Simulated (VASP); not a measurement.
Here is a VASP 6.6.1 calculation.

File INCAR:

```
ALGO = Normal
EDIFF = 1E-6
EDIFFG = -0.005
ENCUT = 600
IBRION = 2
ISIF = 3
ISMEAR = 0
LASPH = T
LCHARG = F
LREAL = F
LWAVE = F
NELM = 60
NSW = 70
PREC = Accurate
SIGMA = 0.1
```

Contents of KPOINTS:

```
k-points
0
Gamma
  18 18 12
```

File POSCAR:

```
ZrB2
1.0
    3.1713308744      0.0000000000      0.0000000000
   -1.5856654372      2.7464531010      0.0000000000
    0.0000000000      0.0000000000      3.5419829898
Zr B
1 2
Direct
    0.0000000000      0.0000000000      0.0000000000
    0.3333333333      0.6666666667      0.5000000000
    0.6666666667      0.3333333333      0.5000000000
```

Potentials or basis: VASP PAW LDA potentials, release 64 (Zr_sv, B).

Command:

```bash
$ cat potpaw_LDA.64/Zr_sv/POTCAR potpaw_LDA.64/B/POTCAR > POTCAR
$ mpirun -np 1 vasp_std > vasp.out
```

Task: What does it give for the space group after relaxing (to 0.05 Å)?

Result: P6/mmm (No. 191).

Task: What does it give for the band gap on the k mesh?

Result: Zero (band 9 reaches 11.62 eV, above the bottom of band 10 at 10.32 eV).

Task: Predict the relaxed cell.

Result: a = 3.135 Å, b = 3.135 Å, c = 3.492 Å, α = 90.00°, β = 90.00°, γ = 120.00°.

Task: What does it give for the relaxed volume?

Result: 9.91 Å³/atom.

The path:
```
step  energy change (eV)  largest force (eV/Å)  pressure (GPa)  volume (Å³)
   1              0.0000                0.0000           -9.10        30.85
   2              0.0247                0.0000           13.81        28.32
   3             -0.0333                0.0000           -0.11        29.73
   4             -0.0333                0.0000            0.03        29.70
   5             -0.0334                0.0000            0.08        29.70
   6             -0.0334                0.0000            0.09        29.70
   7             -0.0334                0.0000            0.09        29.70
   8             -0.0334                0.0000            0.09        29.70
   9             -0.0334                0.0000           -0.05        29.72
```

LDA usually gives volumes a few per cent too small. Zero-point motion and thermal expansion aren't in these numbers.
